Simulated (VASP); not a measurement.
# Li (I4/mmm) in VASP: single point with PBEsol

Aim: the single point of Li with PBEsol.

Everything below comes from runs of VASP 6.6.1. Logs are shortened: lines on timing, memory, paths and dates and some standing lists are left out, and cuts for length are marked.

**1. The cell of the first run**

The structure is tetragonal, space group I4/mmm (No. 139). The conventional cell has a = 4.665 Å, b = 4.665 Å, c = 9.781 Å, α = 90.00°, β = 90.00°, γ = 90.00°. Li (site symmetry -4m2) has 8 Li at 3.30 to 3.38 Å within 4.3 Å. Within 4.4 Å of Li (site symmetry 4/mmm) lie 8 Li at 3.38 Å.

**2. Single point, PBEsol**

File INCAR:

```
SYSTEM = Li
PREC = Accurate
ENCUT = 520
EDIFF = 1E-7
ISMEAR = -1
SIGMA = 0.1
LREAL = .False.
LASPH = .True.
NELM = 100
ALGO = Normal
ISIF = 2
LWAVE = .False.
LCHARG = .True.
GGA = PS
LELF = .True.
LVHAR = .True.
NBANDS = 12
```

File KPOINTS:

```
regular mesh
0
Gamma
  7 7 7
  0 0 0
```

File POSCAR:

```
Li
1.0
   -2.3324430000      2.3324430000      4.8904960000
    2.3324430000     -2.3324430000      4.8904960000
    2.3324430000      2.3324430000     -4.8904960000
Li
3
Direct
    0.7500000000      0.2500000000      0.5000000000
    0.2500000000      0.7500000000      0.5000000000
    0.5000000000      0.5000000000      0.0000000000
```

Potentials or basis: VASP PAW PBE potentials, release 64 (Li_sv).

Run with:

```sh
> cat potpaw_PBE.64/Li_sv/POTCAR > POTCAR
> mpirun -np 1 vasp_std > vasp.out
```

OUTCAR:

```text
SYSTEM = Li
   PREC = Accurate
   ENCUT = 520
   EDIFF = 1E-7
   ISMEAR = -1
   LREAL = .False.
   LASPH = .True.
   NELM = 100
   ISIF = 2
   GGA = PS

 ion  position               nearest neighbor table
   1  0.750  0.250  0.500-
   2  0.250  0.750  0.500-
   3  0.500  0.500  0.000-

  LATTYP: Found a body centered tetragonal cell.
 ALAT       =     4.6648860000
 C/A-ratio  =     2.0967269082

  Lattice vectors:

 A1 = (  -2.3324430000,   2.3324430000,   4.8904960000)
 A2 = (   2.3324430000,  -2.3324430000,   4.8904960000)
 A3 = (   2.3324430000,   2.3324430000,  -4.8904960000)

Analysis of symmetry for initial positions (statically):
=====================================================================
 Subroutine PRICEL returns:
 Original cell was already a primitive cell.

 Routine SETGRP: Setting up the symmetry group for a
 body centered tetragonal supercell.

 Subroutine GETGRP returns: Found 16 space group operations
 (whereof 16 operations were pure point group operations)
 out of a pool of 16 trial point group operations.

The static configuration has the point symmetry D_4h.

Analysis of symmetry for dynamics (positions and initial velocities):
=====================================================================
 Subroutine PRICEL returns:
 Original cell was already a primitive cell.

 Routine SETGRP: Setting up the symmetry group for a
 body centered tetragonal supercell.

 Subroutine GETGRP returns: Found 16 space group operations
 (whereof 16 operations were pure point group operations)
 out of a pool of 16 trial point group operations.

The dynamic configuration has the point symmetry D_4h.

 Subroutine INISYM returns: Found 16 space group operations
 (whereof 16 operations are pure point group operations),
 and found     1 'primitive' translations

----------------------------------------------------------------------------------------

                                     Primitive cell

  volume of cell :     106.4229

  direct lattice vectors                    reciprocal lattice vectors
    -2.332443000  2.332443000  4.890496000     0.000000000  0.214367511  0.102239118
     2.332443000 -2.332443000  4.890496000     0.214367511  0.000000000  0.102239118
     2.332443000  2.332443000 -4.890496000     0.214367511  0.214367511  0.000000000

  length of vectors
     5.898943280  5.898943280  5.898943280     0.237500036  0.237500036  0.303161441

  position of ions in fractional coordinates (direct lattice)
     0.750000000  0.250000000  0.500000000
     0.250000000  0.750000000  0.500000000
     0.500000000  0.500000000  0.000000000

  ion indices of the primitive-cell ions
   primitive index   ion index
                 1           1
                 2           2
                 3           3

----------------------------------------------------------------------------------------

 KPOINTS: regular mesh

Automatic generation of k-mesh.
 Grid dimensions read from file:
 generate k-points for:    7    7    7

 Generating k-lattice:

  Cartesian coordinates                     Fractional coordinates (reciprocal lattice)
     0.000000000  0.030623930  0.014605588     0.142857143  0.000000000  0.000000000
     0.030623930  0.000000000  0.014605588     0.000000000  0.142857143  0.000000000
     0.030623930  0.030623930  0.000000000     0.000000000  0.000000000  0.142857143

  Length of vectors
     0.033928577  0.033928577  0.043308777

  Shift w.r.t. Gamma in fractional coordinates (k-lattice)
     0.000000000  0.000000000  0.000000000

 Subroutine IBZKPT returns following result:
 ===========================================

 Found     40 irreducible k-points:

 Following reciprocal coordinates:
            Coordinates               Weight
  0.000000  0.000000  0.000000      1.000000
  0.142857  0.000000  0.000000      8.000000
  0.285714  0.000000 -0.000000      8.000000
  0.428571  0.000000 -0.000000      8.000000
  0.142857  0.142857  0.000000      8.000000
  0.285714  0.142857 -0.000000     16.000000
[... 16 lines left out ...]
 -0.142857  0.285714  0.142857      8.000000
 -0.428571  0.428571  0.142857      8.000000
 [... further k-points ...]
   k-points           NKPTS =     40   k-points in BZ     NKDIM =     40   number of bands    NBANDS=     12
   number of dos      NEDOS =    301   number of ions     NIONS =      3
   total plane-waves  NPLWV = 110592
   dimension x,y,z NGX =    48 NGY =   48 NGZ =   48
   dimension x,y,z NGXF=    96 NGYF=   96 NGZF=   96
   ions per type =               3
   NGX,Y,Z   is equivalent  to a cutoff of  13.53, 13.53, 13.53 a.u.
   NGXF,Y,Z  is equivalent  to a cutoff of  27.06, 27.06, 27.06 a.u.
 SYSTEM =  Li
   PREC   = accura    normal or accurate (medium, high low for compatibility)
   ISTART =      0    job   : 0-new  1-cont  2-samecut
   ICHARG =      2    charge: 1-file 2-atom 10-const
   ISPIN  =      1    spin polarized calculation?
   LNONCOLLINEAR =      F non collinear calculations
   LSORBIT =      F    spin-orbit coupling
   LASPH  =      T    aspherical Exc in radial PAW
   ENCUT  =  520.0 eV  38.22 Ry    6.18 a.u.  10.97 10.97 10.97*2*pi/ulx,y,z
   NELM   =    100;   NELMIN=  2; NELMDL= -5     # of ELM steps
   EDIFF  = 0.1E-06   stopping-criterion for ELM
   LREAL  =      F    real-space projection
   EDIFFG = 0.1E-05   stopping-criterion for IOM
   NSW    =      0    number of steps for IOM
   IBRION =     -1    ionic relax: 0-MD 1-quasi-New 2-CG
   NFREE  =      0    steps in history (QN), initial steepest desc. (CG)
   ISIF   =      2    stress and relaxation
   ISYM   =      2    0-nonsym 1-usesym 2-fastsym
   POTIM  = 0.5000    time-step for ionic-motion
   TEBEG  =    0.0;   TEEND  =   0.0 temperature during run
   PSTRESS=    0.0 pullay stress
   NELECT =       9.0000    total number of electrons
   NUPDOWN=      -1.0000    fix difference up-down
   EMIN   =  10.00;   EMAX   =-10.00  energy-range for DOS
   EFERMI =   0.00;   METHOD = LEGACY
   ISMEAR =    -1;   SIGMA  =   0.10  broadening in eV -4-tet -1-fermi 0-gaus
   EFERMI_NEDOS =   21; number of points for ismear=-14 and -15
   IALGO  =     38    algorithm
   IMIX   =      4    mixing-type and parameters
     AMIX     =   0.40;   BMIX     =  1.00
     AMIX_MAG =   1.60;   BMIX_MAG =  1.00
  volume/ion in A,a.u.               =      35.47       239.39
  Fermi-wavevector in a.u.,A,eV,Ry     =   0.718584  1.357926  7.025538  0.516362
  Thomas-Fermi vector in A             =   1.807559
   LORBIT       =      0    0 simple, 1 ext, 2 COOP (PROOUT), +10 PAW based schemes
   GGA     = PS    functional components
   LHFCALC =     F    Hartree Fock is set to
   AEXX    =    0.0000 exact exchange contribution
   IVDW    =     0    specifies the selected vdW correction
   LEPSILON=     F    determine dielectric tensor
   LRPA    =     F    only Hartree local field effects (RPA)
 non-spin polarized calculation
  energy-cutoff  :      520.00
  volume of cell :      106.42
 maximum number of plane-waves:      2890
 NGX is ok and might be reduce to    48
   NGX = 21   NGY = 21   NGZ = 21

 number of electron       9.0000003 magnetization

 Free energy of the ion-electron system (eV)
  ---------------------------------------------------
  ext. energy  EPLUGINS =         0.00000000
  ---------------------------------------------------
  free energy    TOTEN  =        -5.02370914 eV

  energy without entropy =       -4.96779668  energy(sigma->0) =       -4.99575291

 E-fermi :  -0.6823     XC(G=0):  -5.7404

 val. band max:       -0.6918893652   @ k =  -0.1429   0.2857   0.1429
 cond. band min:      -0.6197191125   @ k =   0.4286   0.4286   0.0000
 fundamental gap:      0.0721702528
 Fermi energy:        -0.6823160606

 k-point     1 :       0.0000    0.0000    0.0000
  band No.  band energies     occupation
      1     -47.6249      2.00000
      2     -47.4867      2.00000
      3     -47.4819      2.00000
      4      -3.4125      2.00000
      5       0.8883      0.00000
      6       2.4819      0.00000
      7       2.4819      0.00000
      8       3.2178      0.00000
      9       3.6335      0.00000
     10       3.6335      0.00000
     11       3.8392      0.00000
     12       4.2902      0.00000

 k-point     2 :       0.1429    0.0000    0.0000
  band No.  band energies     occupation
      1     -47.6249      2.00000
      2     -47.4864      2.00000
      3     -47.4822      2.00000
      4      -3.2693      2.00000
      5       0.7340      0.00000
      6       1.6552      0.00000
      7       2.5058      0.00000
      8       2.5704      0.00000
      9       3.5358      0.00000
     10       3.8782      0.00000
     11       4.8551      0.00000
     12       5.0064      0.00000

 k-point     3 :       0.2857    0.0000   -0.0000
  band No.  band energies     occupation
      1     -47.6249      2.00000
      2     -47.4857      2.00000
      3     -47.4828      2.00000
      4      -2.8404      2.00000
      5       0.0273      0.00165
      6       0.7798      0.00000
      7       1.8196      0.00000
      8       2.6662      0.00000
      9       4.3020      0.00000
     10       4.3399      0.00000
     11       5.2457      0.00000
     12       5.7628      0.00000
[... 286 lines left out ...]
 k-point    23 :      -0.1429    0.2857    0.1429
  band No.  band energies     occupation
      1     -47.6248      2.00000
      2     -47.4848      2.00000
      3     -47.4838      2.00000
      4      -2.3356      2.00000
      5      -0.6919      1.04783
      6       0.2076      0.00027
      7       2.0624      0.00000
      8       3.3193      0.00000
      9       3.7500      0.00000
     10       3.9477      0.00000
     11       5.4902      0.00000
     12       5.9506      0.00000

 k-point    24 :      -0.4286    0.4286    0.1429
  band No.  band energies     occupation
      1     -47.6249      2.00000
      2     -47.4846      2.00000
      3     -47.4840      2.00000
      4      -1.1246      1.97629
      5      -0.9250      1.83776
      6      -0.3689      0.08341
      7       0.5714      0.00001
      8       2.8215      0.00000
      9       3.5835      0.00000
     10       3.8246      0.00000
     11       5.4892      0.00000
     12       5.8019      0.00000

 [... further k-points ...]

------------------------ aborting loop because EDIFF is reached ----------------------------------------

  FORCE on cell =-STRESS in cart. coord.  units (eV):
  Direction    XX          YY          ZZ          XY          YZ          ZX
  --------------------------------------------------------------------------------------
  -------------------------------------------------------------------------------------
  Total       -1.5115337     -1.5115337     -1.0883925      0.0000000      0.0000000      0.0000000
  in kB      -22.7558695    -22.7558695    -16.3855552      0.0000000      0.0000000      0.0000000
  external PRESSURE =     -20.6324314 kB  Pullay stress =       0.0000000 kB

 VOLUME and BASIS-vectors are now :
 -----------------------------------------------------------------------------
  energy-cutoff  :      520.00
  volume of cell :      106.42
      direct lattice vectors                 reciprocal lattice vectors
    -2.332443000  2.332443000  4.890496000     0.000000000  0.214367511  0.102239118
     2.332443000 -2.332443000  4.890496000     0.214367511  0.000000000  0.102239118
     2.332443000  2.332443000 -4.890496000     0.214367511  0.214367511  0.000000000

 POSITION                                       TOTAL-FORCE (eV/Angst)
 -----------------------------------------------------------------------------------
     -0.00000      2.33244      2.44525        -0.000000     -0.000000     -0.000000
      2.33244     -0.00000      2.44525         0.000000     -0.000000      0.000000
      0.00000      0.00000      4.89050         0.000000      0.000000     -0.000000
 -----------------------------------------------------------------------------------
    total drift:                                0.000000     -0.000000      0.000000

  FREE ENERGIE OF THE ION-ELECTRON SYSTEM (eV)
  ---------------------------------------------------
  free  energy   TOTEN  =        -5.0237091395 eV

  energy  without entropy=       -4.9677966764  energy(sigma->0) =       -4.99575291
```

Run time: 64 s. Hardware: 1 thread of Intel Xeon Platinum 8375C at 2.90GHz (Ice Lake), shared host; peak memory 0.31 GiB.

What came out:

* Free energy: -5.0237 eV
* Band gap on the k mesh: zero (an odd number of electrons rules out a gap without spin polarisation)

Caveat: the cutoff is under 1.25 times the usual one of these potentials, so pressure, stress and relaxed cells hold a basis-set (Pulay) error; the PAW data sets were made with another functional, which shifts forces and pressure a little.
